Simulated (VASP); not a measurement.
# CdS (P6_3mc) in VASP: vibrations by perturbation theory with LDA

Aim: the vibrations by perturbation theory of CdS with LDA.

All numbers are computed with VASP 6.6.1; they aren't measurements. Logs are shortened: lines on timing, memory, paths and dates and some standing lists are left out, and cuts for length are marked.

## (1) The cell of the first run

Symmetry: P6_3mc, No. 186, hexagonal system. The conventional cell has a = 4.074 Å, b = 4.074 Å, c = 6.638 Å, α = 90.00°, β = 90.00°, γ = 120.00°. Within 3.3 Å of Cd (site symmetry 3m) lie 4 S at 2.49 to 2.50 Å. Within 3.3 Å of S (site symmetry 3m) lie 4 Cd at 2.49 to 2.50 Å.

## (2) Vibrations by perturbation theory, LDA

INCAR

```
SYSTEM = CdS
PREC = Accurate
ENCUT = 520
EDIFF = 1E-8
ISMEAR = 0
SIGMA = 0.01
LREAL = .FALSE.
LASPH = .TRUE.
NELM = 100
ALGO = Normal
ISIF = 2
LWAVE = .FALSE.
LCHARG = .FALSE.
IBRION = 8
NSW = 1
LEPSILON = .TRUE.
```

KPOINTS

```
regular mesh
0
G
  6 6 4
  0 0 0
```

POSCAR

```
CdS
1.0
    4.0744095641      0.0000000000      0.0000000000
   -2.0372047820      3.5285421879      0.0000000000
    0.0000000000      0.0000000000      6.6375634301
Cd S
2 2
Direct
    0.6666666667      0.3333333333      0.5004406311
    0.3333333333      0.6666666667      0.0004406311
    0.6666666667      0.3333333333      0.8765593689
    0.3333333333      0.6666666667      0.3765593689
```

Potentials or basis: VASP PAW LDA potentials, release 64 (Cd, S).

Started as:

```sh
cat potpaw_LDA.64/Cd/POTCAR potpaw_LDA.64/S/POTCAR > POTCAR
mpirun -np 1 vasp_std > vasp.out
```

OUTCAR:

```text
SYSTEM = CdS
   PREC = Accurate
   ENCUT = 520
   EDIFF = 1E-8
   ISMEAR = 0
   LREAL = .FALSE.
   LASPH = .TRUE.
   NELM = 100
   ISIF = 2
   IBRION = 8
   NSW = 1
   LEPSILON = .TRUE.

 ion  position               nearest neighbor table
   1  0.667  0.333  0.500-   4 2.49   4 2.49   4 2.49   3 2.50
   2  0.333  0.667  0.000-   3 2.49   3 2.49   3 2.49   4 2.50
   3  0.667  0.333  0.877-   2 2.49   2 2.49   2 2.49   1 2.50
   4  0.333  0.667  0.377-   1 2.49   1 2.49   1 2.49   2 2.50

  LATTYP: Found a hexagonal cell.
 ALAT       =     4.0744095641
 C/A-ratio  =     1.6290859634

  Lattice vectors:

 A1 = (   4.0744095641,   0.0000000000,   0.0000000000)
 A2 = (  -2.0372047820,   3.5285421879,   0.0000000000)
 A3 = (   0.0000000000,   0.0000000000,   6.6375634301)

Analysis of symmetry for initial positions (statically):
=====================================================================
 Subroutine PRICEL returns:
 Original cell was already a primitive cell.

 Routine SETGRP: Setting up the symmetry group for a
 hexagonal supercell.

 Subroutine GETGRP returns: Found 12 space group operations
 (whereof  6 operations were pure point group operations)
 out of a pool of 24 trial point group operations.

The static configuration has the point symmetry C_3v.
 The point group associated with its full space group is C_6v.

Analysis of symmetry for dynamics (positions and initial velocities):
=====================================================================
 Subroutine PRICEL returns:
 Original cell was already a primitive cell.

 Routine SETGRP: Setting up the symmetry group for a
 hexagonal supercell.

 Subroutine GETGRP returns: Found 12 space group operations
 (whereof  6 operations were pure point group operations)
 out of a pool of 24 trial point group operations.

The dynamic configuration has the point symmetry C_3v.
 The point group associated with its full space group is C_6v.

 Subroutine INISYM returns: Found 12 space group operations
 (whereof  6 operations are pure point group operations),
 and found     1 'primitive' translations

----------------------------------------------------------------------------------------

                                     Primitive cell

  volume of cell :      95.4264

  direct lattice vectors                    reciprocal lattice vectors
     4.074409564  0.000000000  0.000000000     0.245434335  0.141701579  0.000000000
    -2.037204782  3.528542188  0.000000000     0.000000000  0.283403158  0.000000000
     0.000000000  0.000000000  6.637563430     0.000000000  0.000000000  0.150657694

  length of vectors
     4.074409564  4.074409564  6.637563430     0.283403158  0.283403158  0.150657694

  position of ions in fractional coordinates (direct lattice)
     0.666666667  0.333333333  0.500440631
     0.333333333  0.666666667  0.000440631
     0.666666667  0.333333333  0.876559369
     0.333333333  0.666666667  0.376559369

  ion indices of the primitive-cell ions
   primitive index   ion index
                 1           1
                 2           2
                 3           3
                 4           4

[... 708 lines left out ...]

[... ionic steps 4 to 9 ...]

--------------------------------------- Ionic step       10  -------------------------------------------

------------------------ aborting loop because EDIFF is reached ----------------------------------------

[... ionic steps 11 to 11 ...]

--------------------------------------- Ionic step       12  -------------------------------------------

 Free energy of the ion-electron system (eV)
  ---------------------------------------------------
  ---------------------------------------------------
  free energy    TOTEN  =        -0.12078950 eV

  energy without entropy =       -0.12078950

------------------------ aborting loop because EDIFF is reached ----------------------------------------

 INTERNAL STRAIN TENSOR  FOR ION    3  DIRECTION 3   (eV/Angst):
 -----------------------------------------------------------------------------
     4.52725  0.00000 -0.00000
     0.00000  4.52725  0.00000
    -0.00000 -0.00000 -8.72950

 MACROSCOPIC STATIC DIELECTRIC TENSOR (including local field effects in DFT)
 ------------------------------------------------------
           7.513496     0.000000     0.000000
           0.000000     7.513496    -0.000000
          -0.000000     0.000000     7.297922
 ------------------------------------------------------

 PIEZOELECTRIC TENSOR (including local field effects)  for field in x, y, z        (e  Angst)
          XX          YY          ZZ          XY          YZ          ZX
  --------------------------------------------------------------------------------
  x    -0.00000    -0.00000    -0.00000     0.00000     0.00000     2.11098
  y    -0.00000    -0.00000     0.00000     0.00000     2.11098     0.00000
  z     1.99027     1.99027    -4.12662     0.00000     0.00000    -0.00000

 PIEZOELECTRIC TENSOR (including local field effects)  for field in x, y, z        (C/m^2)
          XX          YY          ZZ          XY          YZ          ZX
  --------------------------------------------------------------------------------
  x    -0.00000    -0.00000    -0.00000     0.00000     0.00000     0.35443
  y    -0.00000    -0.00000     0.00000     0.00000     0.35443     0.00000
  z     0.33416     0.33416    -0.69285     0.00000     0.00000    -0.00000

 BORN EFFECTIVE CHARGES (including local field effects) (in |e|, cummulative output)
 ---------------------------------------------------------------------------------
 ion    1
    1     2.14463     0.00000    -0.00000
    2     0.00000     2.14463    -0.00000
    3    -0.00000     0.00000     2.20440
 ion    2
    1     2.14463     0.00000     0.00000
    2     0.00000     2.14463    -0.00000
    3     0.00000    -0.00000     2.20440
 ion    3
    1    -2.14463    -0.00000     0.00000
    2    -0.00000    -2.14463    -0.00000
    3     0.00000     0.00000    -2.20440
 ion    4
    1    -2.14463    -0.00000     0.00000
    2    -0.00000    -2.14463     0.00000
    3     0.00000    -0.00000    -2.20440

 INTERNAL STRAIN TENSOR FOR ION    4 for displacements in x,y,z  (eV/Angst):
          X           Y           Z          XY          YZ          ZX
  --------------------------------------------------------------------------------
  x    -0.00000     0.00000     0.00000    -7.52677     0.00000     4.69499
  y    -7.52677     7.52677     0.00000     0.00000     4.22554     0.00000
  z     4.52725     4.52725    -8.72950     0.00000     0.00000     0.00000

 SECOND DERIVATIVES (NOT SYMMETRIZED)
 ------------------------------------
               1X          1Y          1Z          2X          2Y          2Z          3X          3Y          3Z          4X          4Y          4Z
  1X    -5.809190   -0.000000    0.000000   -0.070185   -0.000000   -0.000000    0.053591    0.000000    0.000000    5.825784    0.000000    0.000000
  1Y    -0.000000   -5.809190   -0.000000   -0.000000   -0.070185    0.000000    0.000000    0.053591   -0.000000    0.000000    5.825784   -0.000000
  1Z     0.000000    0.000000   -7.274321   -0.000000    0.000000    1.718925    0.000000    0.000000    4.293084    0.000000    0.000000    1.262312
  2X    -0.070185   -0.000000    0.000000   -5.809190   -0.000000   -0.000000    5.825784    0.000000   -0.000000    0.053591    0.000000   -0.000000
  2Y    -0.000000   -0.070185    0.000000   -0.000000   -5.809190    0.000000    0.000000    5.825784    0.000000    0.000000    0.053591    0.000000
  2Z     0.000000    0.000000    1.718925    0.000000    0.000000   -7.274321   -0.000000   -0.000000    1.262312   -0.000000   -0.000000    4.293084
  3X     0.037556    0.000000    0.000000    5.805820    0.000000   -0.000000   -6.365389   -0.000000   -0.000000    0.522014    0.000000   -0.000000
  3Y     0.000000    0.037556    0.000000    0.000000    5.805820    0.000000   -0.000000   -6.365389    0.000000    0.000000    0.522014    0.000000
  3Z    -0.000000    0.000000    4.270580    0.000000    0.000000    1.250761    0.000000   -0.000000   -8.292157   -0.000000    0.000000    2.770816
  4X     5.805820    0.000000    0.000000    0.037556    0.000000    0.000000    0.522014    0.000000    0.000000   -6.365389   -0.000000    0.000000
  4Y     0.000000    5.805820   -0.000000    0.000000    0.037556   -0.000000    0.000000    0.522014    0.000000   -0.000000   -6.365389   -0.000000
  4Z    -0.000000   -0.000000    1.250761    0.000000   -0.000000    4.270580    0.000000    0.000000    2.770816    0.000000    0.000000   -8.292157

 Eigenvectors and eigenvalues of the dynamical matrix
 ----------------------------------------------------

   1 f  =    9.304959 THz    58.464779 2PiTHz  310.380011 cm-1    38.482200 meV
             X         Y         Z           dx          dy          dz
      2.037205  1.176181  3.321706    -0.000000   -0.000000    0.127777
     -0.000000  2.352361  0.002925     0.000000    0.000000   -0.127777
      2.037205  1.176181  5.818218    -0.000000   -0.000000   -0.695466
     -0.000000  2.352361  2.499437     0.000000    0.000000    0.695466
[... 71 lines left out ...]
  12 f/i=    0.009678 THz     0.060809 2PiTHz    0.322823 cm-1     0.040025 meV
             X         Y         Z           dx          dy          dz
      2.037205  1.176181  3.321706    -0.411266   -0.468354   -0.000000
     -0.000000  2.352361  0.002925    -0.411266   -0.468354   -0.000000
      2.037205  1.176181  5.818218    -0.220331   -0.250915   -0.000000
     -0.000000  2.352361  2.499437    -0.220331   -0.250915   -0.000000

--------------------------------------------------------------------------------------------------------

 MACROSCOPIC STATIC DIELECTRIC TENSOR IONIC CONTRIBUTION
 ------------------------------------------------------
           2.975984     0.000000    -0.000000
           0.000000     2.975984    -0.000000
          -0.000000    -0.000000     3.327547
 ------------------------------------------------------

 ELASTIC MODULI CONTR FROM IONIC RELAXATION (kBar)
 Direction    XX          YY          ZZ          XY          YZ          ZX
 --------------------------------------------------------------------------------
 XX        -400.1330    152.3417    239.4444     -0.0000     -0.0000     -0.0000
 YY         152.3417   -400.1330    239.4444     -0.0000      0.0000      0.0000
 ZZ         239.4444    239.4444   -462.7573      0.0000     -0.0000     -0.0000
 XY          -0.0000     -0.0000      0.0000   -276.2374     -0.0000      0.0000
 YZ          -0.0000      0.0000     -0.0000      0.0000   -111.9666     -0.0000
 ZX          -0.0000      0.0000     -0.0000      0.0000     -0.0000   -119.1831
 --------------------------------------------------------------------------------

 PIEZOELECTRIC TENSOR IONIC CONTR  for field in x, y, z        (C/m^2)
          XX          YY          ZZ          XY          YZ          ZX
  --------------------------------------------------------------------------------
  x    -0.00000     0.00000    -0.00000     0.00000    -0.00000    -0.56040
  y    -0.00000     0.00000    -0.00000     0.00000    -0.54317    -0.00000
  z    -0.60417    -0.60417     1.16765    -0.00000     0.00000     0.00000
```

Run time: 10 min. Hardware: 1 thread of Intel Xeon Platinum 8488C (Sapphire Rapids), shared host; peak memory 0.47 GiB.

What came out:

```
Electronic dielectric tensor (diagonal)                 : 7.51, 7.51, 7.30
Born charges (mean of the diagonal)                     : Cd +2.16; S -2.16 e
Highest phonon frequency at Γ, LO-TO splitting left out : 310 cm⁻¹
```

Phonon frequencies in cm⁻¹ (negative: imaginary):
| q point | frequencies |
| --- | --- |
| (0.000, 0.000, 0.000) | 0 0 0 43 43 139 245 253 253 265 265 310 |

Electronic dielectric tensor:
```
7.51 0.00 0.00
0.00 7.51 0.00
0.00 0.00 7.30
```

Born effective charge tensors (e):
atom 1, Cd
```
2.14 0.00 0.00
0.00 2.14 0.00
0.00 0.00 2.20
```
atom 2, Cd
```
2.14 0.00 0.00
0.00 2.14 0.00
0.00 0.00 2.20
```
atom 3, S
```
-2.14  0.00  0.00
 0.00 -2.14  0.00
 0.00  0.00 -2.20
```
atom 4, S
```
-2.14  0.00  0.00
 0.00 -2.14  0.00
 0.00  0.00 -2.20
```
